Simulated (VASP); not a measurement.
Runs of VASP 6.6.1 on Be. The structure is that of space group Fm-3m (No. 225), or close to it. The cells are those of the table. This isn't the form of Be at room conditions, which is hcp.

```csv
task,cell,cutoff (eV),gap on the mesh (eV),pressure (GPa)
relaxation of cell and atoms,"relaxed to 140 GPa from a = 1.883 Å, angles 60.0°, 1 atom",600,none,140.0
single point,"a = 1.885 Å, angles 60.0°, 1 atom",520,none,(a)
relaxation of cell and atoms,"relaxed to 140 GPa from a = 1.886 Å, angles 60.0°, 1 atom",600,none,140.0
single point,"a = 1.886 Å, angles 60.0°, 1 atom",520,none,141.4
```

Alike in all rows: level PBEsol; potentials or basis VASP PAW PBE potentials, release 64 (Be); no spin polarisation; k mesh 25 × 25 × 25; smearing fermi-dirac 0.05 eV.

**Question.** Estimate the missing entries.

**Answer.** (a) 142.1.

Caveats: the PAW data sets were made with another functional, which shifts forces and pressure a little; the cell is relaxed towards a set pressure, so the run minimises the enthalpy, not the energy (at least some runs); the cell stands under pressure (at least some runs).

A gap of «none» marks levels without a gap at the run's occupations.
